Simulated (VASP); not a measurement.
# HPbNO4 (P1) in VASP: settings compared

The runs below take HPbNO4 through single point, with LDA, RPBE, PBE.

Program: VASP 6.6.1. These are calculated values, not measurements. Logs are shortened: lines on timing, memory, paths and dates and some standing lists are left out, and cuts for length are marked.

### Step 1. The cell of the first run

The typed cell holds 7 atoms: a = 4.275 Å, b = 5.609 Å, c = 5.670 Å, α = 100.02°, β = 111.92°, γ = 111.82°.

### Step 2. Single point, LDA

Contents of INCAR:

```
SYSTEM = HPbNO4
ALGO = Normal
EDIFF = 1E-6
ENCUT = 520
GGA = CA
ISIF = 2
ISMEAR = -1
LASPH = .TRUE.
LCHARG = .FALSE.
LREAL = .FALSE.
LWAVE = .FALSE.
NBANDS = 31
NELM = 80
PREC = Accurate
SIGMA = 0.05
```

Contents of KPOINTS:

```
k-points
0
G
  8 6 6
  0 0 0
```

Contents of POSCAR:

```
HPbNO4
1.0
    4.2753100000     -0.0004000000      0.0063600000
   -2.0839900000      5.2077500000     -0.0490700000
   -2.1237700000     -1.8657400000      4.9149100000
H Pb N O
1 1 1 4
Direct
    0.9907300000      0.0333000000      0.9099400000
    0.5027400000      0.8198900000      0.1428700000
    0.0083800000      0.4740800000      0.5026500000
    0.9981600000      0.9274100000      0.0287700000
    0.1946700000      0.7343500000      0.6085200000
    0.8167300000      0.3588200000      0.2455600000
    0.0138100000      0.3312100000      0.6521700000
```

Potentials or basis: VASP PAW LDA potentials, release 64 (H, Pb_d, N, O).

The run is started by

```console
> cat potpaw_LDA.64/H/POTCAR potpaw_LDA.64/Pb_d/POTCAR potpaw_LDA.64/N/POTCAR potpaw_LDA.64/O/POTCAR > POTCAR
> mpirun -np 1 vasp_std > vasp.out
```

OUTCAR:

```text
SYSTEM = HPbNO4
   EDIFF = 1E-6
   ENCUT = 520
   GGA = CA
   ISIF = 2
   ISMEAR = -1
   LASPH = .TRUE.
   LREAL = .FALSE.
   NELM = 80
   PREC = Accurate

 ion  position               nearest neighbor table
   1  0.991  0.033  0.910-   4 0.97
   2  0.503  0.820  0.143-   4 2.34   4 2.34   6 2.66   5 2.68   7 2.89   7 3.02
   3  0.008  0.474  0.503-   7 1.26   5 1.27   6 1.27
   4  0.998  0.927  0.029-   1 0.97   2 2.34   2 2.34
   5  0.195  0.734  0.609-   3 1.27   2 2.68
   6  0.817  0.359  0.246-   3 1.27   2 2.66
   7  0.014  0.331  0.652-   3 1.26   2 2.89   2 3.02

  LATTYP: Found a triclinic cell.
 ALAT       =     8.3024666926
 B/A-ratio  =     0.5149451251
 C/A-ratio  =     0.7116445657
 COS(alpha) =     0.0126066529
 COS(beta)  =     0.3599949201
 COS(gamma) =     0.7788145159

  Lattice vectors:

 A1 = (  -6.4666300000,  -5.2069500000,   0.0363500000)
 A2 = (  -4.2753100000,   0.0004000000,  -0.0063600000)
 A3 = (  -0.0675500000,  -3.3416100000,  -4.8722000000)

Analysis of symmetry for initial positions (statically):
=====================================================================
 Subroutine PRICEL returns:
 Original cell was already a primitive cell.

 Routine SETGRP: Setting up the symmetry group for a
 triclinic supercell.

 Subroutine GETGRP returns: Found  1 space group operations
 (whereof  1 operations were pure point group operations)
 out of a pool of  2 trial point group operations.

The static configuration has the point symmetry C_1 .

Analysis of symmetry for dynamics (positions and initial velocities):
=====================================================================
 Subroutine PRICEL returns:
 Original cell was already a primitive cell.

 Routine SETGRP: Setting up the symmetry group for a
 triclinic supercell.

 Subroutine GETGRP returns: Found  1 space group operations
 (whereof  1 operations were pure point group operations)
 out of a pool of  2 trial point group operations.

The dynamic configuration has the point symmetry C_1 .

 Subroutine INISYM returns: Found  1 space group operations
 (whereof  1 operations are pure point group operations),
 and found     1 'primitive' translations

[... 103 lines left out ...]
   NELM   =     80;   NELMIN=  2; NELMDL= -5     # of ELM steps
   EDIFF  = 0.1E-05   stopping-criterion for ELM
   LREAL  =      F    real-space projection
   EDIFFG = 0.1E-04   stopping-criterion for IOM
   NSW    =      0    number of steps for IOM
   IBRION =     -1    ionic relax: 0-MD 1-quasi-New 2-CG
   NFREE  =      0    steps in history (QN), initial steepest desc. (CG)
   ISIF   =      2    stress and relaxation
   ISYM   =      2    0-nonsym 1-usesym 2-fastsym
   POTIM  = 0.5000    time-step for ionic-motion
   TEBEG  =    0.0;   TEEND  =   0.0 temperature during run
   PSTRESS=    0.0 pullay stress
   NELECT =      44.0000    total number of electrons
   NUPDOWN=      -1.0000    fix difference up-down
   EMIN   =  10.00;   EMAX   =-10.00  energy-range for DOS
   EFERMI =   0.00;   METHOD = LEGACY
   ISMEAR =    -1;   SIGMA  =   0.05  broadening in eV -4-tet -1-fermi 0-gaus
   EFERMI_NEDOS =   21; number of points for ismear=-14 and -15
   IALGO  =     38    algorithm
   IMIX   =      4    mixing-type and parameters
     AMIX     =   0.40;   BMIX     =  1.00
     AMIX_MAG =   1.60;   BMIX_MAG =  1.00
  volume/ion in A,a.u.               =      15.59       105.21
  Fermi-wavevector in a.u.,A,eV,Ry     =   1.209426  2.285484 19.901399  1.462712
  Thomas-Fermi vector in A             =   2.345004
   LORBIT       =      0    0 simple, 1 ext, 2 COOP (PROOUT), +10 PAW based schemes
   GGA     = CA    functional components
   LHFCALC =     F    Hartree Fock is set to
   AEXX    =    0.0000 exact exchange contribution
   IVDW    =     0    specifies the selected vdW correction
   LEPSILON=     F    determine dielectric tensor
   LRPA    =     F    only Hartree local field effects (RPA)
 non-spin polarized calculation
  energy-cutoff  :      520.00
  volume of cell :      109.13
 maximum number of plane-waves:      2959
   NGX = 15   NGY = 21   NGZ = 21

 number of electron      44.0000003 magnetization

 Free energy of the ion-electron system (eV)
  ---------------------------------------------------
  ext. energy  EPLUGINS =         0.00000000
  ---------------------------------------------------
  free energy    TOTEN  =       -44.45650826 eV

  energy without entropy =      -44.45650826  energy(sigma->0) =      -44.45650826

 E-fermi :   1.1009     XC(G=0):  -8.8551

 val. band max:        0.0312295287   @ k =   0.5000  -0.0000  -0.0000
 cond. band min:       2.7462682434   @ k =   0.3750   0.3333   0.3333
 fundamental gap:      2.7150387147
 Fermi energy:         1.1008975384

 k-point     1 :       0.0000    0.0000    0.0000
  band No.  band energies     occupation
      1     -25.8295      2.00000
      2     -20.3458      2.00000
      3     -20.3211      2.00000
      4     -17.4015      2.00000
      5     -15.1464      2.00000
      6     -15.1447      2.00000
[... 805 lines left out ...]
     30      10.2527      0.00000
     31      11.3566      0.00000

 [... further k-points ...]

------------------------ aborting loop because EDIFF is reached ----------------------------------------

  FORCE on cell =-STRESS in cart. coord.  units (eV):
  Direction    XX          YY          ZZ          XY          YZ          ZX
  --------------------------------------------------------------------------------------
  -------------------------------------------------------------------------------------
  Total       -2.8895564     -2.9615355     -3.1513934     -0.0069280     -0.3082548     -0.0229931
  in kB      -42.4231214    -43.4798843    -46.2672892     -0.1017138     -4.5256532     -0.3375734
  external PRESSURE =     -44.0567650 kB  Pullay stress =       0.0000000 kB

 VOLUME and BASIS-vectors are now :
 -----------------------------------------------------------------------------
  energy-cutoff  :      520.00
  volume of cell :      109.13
      direct lattice vectors                 reciprocal lattice vectors
     4.275310000 -0.000400000  0.006360000     0.233706268  0.094813123  0.136978092
    -2.083990000  5.207750000 -0.049070000    -0.000090720  0.192674001  0.073101424
    -2.123770000 -1.865740000  4.914910000    -0.000303327  0.001800949  0.204015110

 POSITION                                       TOTAL-FORCE (eV/Angst)
 -----------------------------------------------------------------------------------
      2.23378     -1.52469      4.47694         0.000874      0.368353     -0.281539
      0.13730      4.00302      0.66516         0.004299      0.315013     -0.242824
     -2.01966      1.53107      2.44727        -0.002874     -0.041008      0.018410
      2.27363      4.77564      0.10224        -0.001426     -0.510952      0.374916
     -1.99046      2.68889      2.95602        -0.010273     -0.387141     -0.022165
      2.22248      1.41017      1.19449         0.009997     -0.099170      0.373417
     -2.01626      0.50807      3.18919        -0.000596      0.354905     -0.220215
 -----------------------------------------------------------------------------------
    total drift:                                0.000029     -0.000188      0.000225

  FREE ENERGIE OF THE ION-ELECTRON SYSTEM (eV)
  ---------------------------------------------------
  free  energy   TOTEN  =       -44.4565082572 eV

  energy  without entropy=      -44.4565082571  energy(sigma->0) =      -44.45650826
```

OSZICAR:

```text
N       E                     dE             d eps       ncg     rms          rms(c)
DAV:   1     0.441503926000E+03    0.44150E+03   -0.21409E+04  9176   0.144E+03
DAV:   2     0.607898286495E+01   -0.43542E+03   -0.40440E+03  9963   0.394E+02
DAV:   3    -0.474379430691E+02   -0.53517E+02   -0.52334E+02 11506   0.148E+02
DAV:   4    -0.494893539953E+02   -0.20514E+01   -0.20412E+01 11096   0.320E+01
DAV:   5    -0.495773845208E+02   -0.88031E-01   -0.88000E-01 12796   0.633E+00    0.145E+01
DAV:   6    -0.447051544033E+02    0.48722E+01   -0.17793E+01 13587   0.306E+01    0.579E+00
DAV:   7    -0.445676253307E+02    0.13753E+00   -0.18755E+00  9995   0.781E+00    0.341E+00
DAV:   8    -0.444723264048E+02    0.95299E-01   -0.43619E-01 11170   0.431E+00    0.102E+00
DAV:   9    -0.444559812940E+02    0.16345E-01   -0.64348E-02 13359   0.190E+00    0.345E-01
DAV:  10    -0.444565140598E+02   -0.53277E-03   -0.11664E-02 11877   0.656E-01    0.197E-01
DAV:  11    -0.444564718604E+02    0.42199E-04   -0.22769E-03 13084   0.364E-01    0.673E-02
DAV:  12    -0.444564920109E+02   -0.20150E-04   -0.37811E-04 12301   0.135E-01    0.197E-02
DAV:  13    -0.444565063025E+02   -0.14292E-04   -0.30922E-05 11907   0.397E-02    0.725E-03
DAV:  14    -0.444565083928E+02   -0.20903E-05   -0.52527E-06 11225   0.139E-02    0.431E-03
DAV:  15    -0.444565082572E+02    0.13564E-06   -0.70261E-07  7321   0.717E-03
   1 F= -.44456508E+02 E0= -.44456508E+02  d E =-.292967E-10
```

stdout:

```text
POSCAR found type information on POSCAR H PbN O
 POSCAR found :  4 types and       7 ions
 scaLAPACK will be used
 LDA part: xc-table for (Slater(with rela. corr.)+CA(PZ))
 , standard interpolation
 POSCAR, INCAR and KPOINTS ok, starting setup
 FFT: planning ... GRIDC
 FFT: planning ... GRID_SOFT
 FFT: planning ... GRID
 WAVECAR not read
 entering main loop
```

Wall time 8 min (1 thread of Intel Xeon Platinum 8259CL at 2.50GHz (Skylake/Cascade Lake), shared host); peak memory 0.52 GiB.

What came out:

* Free energy: -44.4565 eV
* Pressure: -4.4 GPa
* Largest force: 0.634 eV/Å
* Band gap on the k mesh: 2.72 eV (least direct gap 3.08 eV)

Forces on the atoms (eV/Å):
```
H    0.001  0.368 -0.282
Pb   0.004  0.315 -0.243
N   -0.003 -0.041  0.018
O   -0.001 -0.511  0.375
O   -0.010 -0.387 -0.022
O    0.010 -0.099  0.373
O   -0.001  0.355 -0.220
```

Stress tensor (GPa, compression positive):
```
-4.24 -0.01 -0.03
-0.01 -4.35 -0.45
-0.03 -0.45 -4.63
```

Levels at points of the mesh, in eV from the valence-band top:
```tsv
k point	band 19	band 20	band 21	band 22	band 23	band 24	band 25	band 26
(0.00, 0.00, 0.00)	-2.08	-2.07	-0.97	-0.40	3.28	4.27	5.03	5.75
(0.50, 0.00, 0.00)	-2.04	-1.14	-0.74	0.00	3.12	4.07	5.29	5.82
(0.00, 0.50, 0.00)	-1.61	-1.49	-0.98	-0.83	3.12	3.90	4.67	7.26
(0.50, 0.50, 0.00)	-2.12	-0.78	-0.46	-0.34	2.82	5.12	5.17	5.71
(0.00, 0.00, 0.50)	-1.62	-1.50	-0.94	-0.86	3.13	3.79	4.80	7.09
(0.50, 0.00, 0.50)	-2.12	-0.77	-0.45	-0.35	2.81	5.13	5.15	5.73
(0.00, 0.50, 0.50)	-1.85	-1.63	-0.89	-0.66	3.04	3.38	5.23	6.78
(0.50, 0.50, 0.50)	-2.03	-1.12	-0.73	-0.03	3.12	4.08	5.31	5.78
```

Caveat: the cell stands under tension; spin-orbit coupling is left out, which moves the levels of the heavy elements.

### Step 3. Single point, RPBE

Contents of INCAR:

```
SYSTEM = HPbNO4
ALGO = Normal ; EDIFF = 1E-6
ENCUT = 520 ; GGA = RP
ISIF = 2 ; ISMEAR = -1
LASPH = .TRUE. ; LCHARG = .TRUE.
LELF = .TRUE. ; LREAL = .FALSE.
LVHAR = .TRUE. ; LWAVE = .FALSE.
NBANDS = 31 ; NELM = 100
PREC = Accurate ; SIGMA = 0.05
```

KPOINTS is that of step 2.

POSCAR is that of step 2.

Potentials or basis: VASP PAW PBE potentials, release 64 (H, Pb_d, N, O).

The run is started by

```console
> cat potpaw_PBE.64/H/POTCAR potpaw_PBE.64/Pb_d/POTCAR potpaw_PBE.64/N/POTCAR potpaw_PBE.64/O/POTCAR > POTCAR
> mpirun -np 1 vasp_std > vasp.out
```

Run time: 7.3 min. Hardware: 1 thread of Intel Xeon Platinum 8259CL at 2.50GHz (Skylake/Cascade Lake), shared host; peak memory 0.56 GiB.

It converged, with:

```
Free energy            : -38.5843 eV
Pressure               : 3.0 GPa
Largest force          : 0.700 eV/Å
Band gap on the k mesh : 2.83 eV (least direct gap 3.16 eV)
```

Forces on the atoms (eV/Å):
```
H    0.000  0.008 -0.003
Pb  -0.002 -0.122  0.094
N   -0.002  0.017 -0.022
O    0.000  0.056 -0.040
O    0.017  0.628  0.225
O   -0.017 -0.016 -0.659
O    0.003 -0.571  0.405
```

Stress tensor (GPa, compression positive):
```
1.78 0.03 0.06
0.03 3.55 0.00
0.06 0.00 3.62
```

Levels at points of the mesh, in eV from the valence-band top:
| k point | band 19 | band 20 | band 21 | band 22 | band 23 | band 24 | band 25 | band 26 |
| --- | --- | --- | --- | --- | --- | --- | --- | --- |
| (0.00, 0.00, 0.00) | -2.08 | -2.06 | -0.99 | -0.42 | 3.32 | 4.59 | 5.31 | 6.06 |
| (0.50, 0.00, 0.00) | -2.04 | -1.14 | -0.71 | 0.00 | 3.18 | 4.36 | 5.54 | 6.06 |
| (0.00, 0.50, 0.00) | -1.61 | -1.53 | -1.00 | -0.82 | 3.18 | 4.18 | 4.93 | 7.55 |
| (0.50, 0.50, 0.00) | -2.12 | -0.83 | -0.46 | -0.30 | 2.92 | 5.35 | 5.41 | 5.95 |
| (0.00, 0.00, 0.50) | -1.61 | -1.54 | -0.98 | -0.83 | 3.19 | 4.08 | 5.06 | 7.39 |
| (0.50, 0.00, 0.50) | -2.12 | -0.82 | -0.46 | -0.31 | 2.92 | 5.37 | 5.39 | 5.97 |
| (0.00, 0.50, 0.50) | -1.86 | -1.67 | -0.92 | -0.65 | 3.11 | 3.70 | 5.46 | 7.28 |
| (0.50, 0.50, 0.50) | -2.04 | -1.13 | -0.70 | -0.03 | 3.18 | 4.36 | 5.56 | 6.02 |

Caveat: the PAW data sets were made with another functional, which shifts forces and pressure a little; spin-orbit coupling is left out, which moves the levels of the heavy elements. A k mesh can miss the band edges.

### Step 4. Single point, PBE

Contents of INCAR:

```
SYSTEM = HPbNO4
ALGO = Normal
EDIFF = 1E-6
ENCUT = 520
GGA = PE
ISIF = 2
ISMEAR = -1
LASPH = .TRUE.
LCHARG = .TRUE.
LELF = .TRUE.
LREAL = .FALSE.
LVHAR = .TRUE.
LWAVE = .FALSE.
NBANDS = 31
NELM = 100
PREC = Accurate
SIGMA = 0.05
```

Contents of KPOINTS:

```
k-points
0
G
  5 4 4
  0 0 0
```

POSCAR is that of step 3.

The run is started by

```console
> cat potpaw_PBE.64/H/POTCAR potpaw_PBE.64/Pb_d/POTCAR potpaw_PBE.64/N/POTCAR potpaw_PBE.64/O/POTCAR > POTCAR
> mpirun -np 1 vasp_std > vasp.out
```

Run time: 3.1 min. Hardware: 1 thread of Oxide Virtual Turin-like, shared host; peak memory 0.27 GiB.

Results (log left out):

```yaml
Free_energy: -40.3494 eV
Pressure: 0.6 GPa
Largest_force: 0.387 eV/Å
Band_gap_on_the_k_mesh: 2.93 eV (least direct gap 3.14 eV)
```

Forces in eV/Å, atoms in the order of the input:
```
H    0.000  0.098 -0.073
Pb   0.000 -0.018  0.014
N   -0.002 -0.003 -0.009
O    0.000 -0.079  0.058
O    0.010  0.350  0.156
O   -0.010 -0.037 -0.375
O    0.002 -0.311  0.229
```

Stress tensor (GPa, compression positive):
```
-0.16  0.02  0.03
 0.02  0.99 -0.11
 0.03 -0.11  0.97
```

Levels at points of the mesh, in eV from the valence-band top:
| k point | band 19 | band 20 | band 21 | band 22 | band 23 | band 24 | band 25 | band 26 |
| --- | --- | --- | --- | --- | --- | --- | --- | --- |
| (0.00, 0.00, 0.00) | -1.96 | -1.94 | -0.87 | -0.30 | 3.42 | 4.59 | 5.32 | 6.05 |
| (0.00, 0.50, 0.00) | -1.49 | -1.40 | -0.88 | -0.71 | 3.27 | 4.18 | 4.95 | 7.55 |
| (0.00, 0.00, 0.50) | -1.49 | -1.41 | -0.85 | -0.73 | 3.28 | 4.07 | 5.07 | 7.39 |
| (0.00, 0.50, 0.50) | -1.73 | -1.54 | -0.80 | -0.54 | 3.20 | 3.68 | 5.48 | 7.21 |

Caveat: spin-orbit coupling is left out, which moves the levels of the heavy elements.

(Continued in part 2 of 2.)
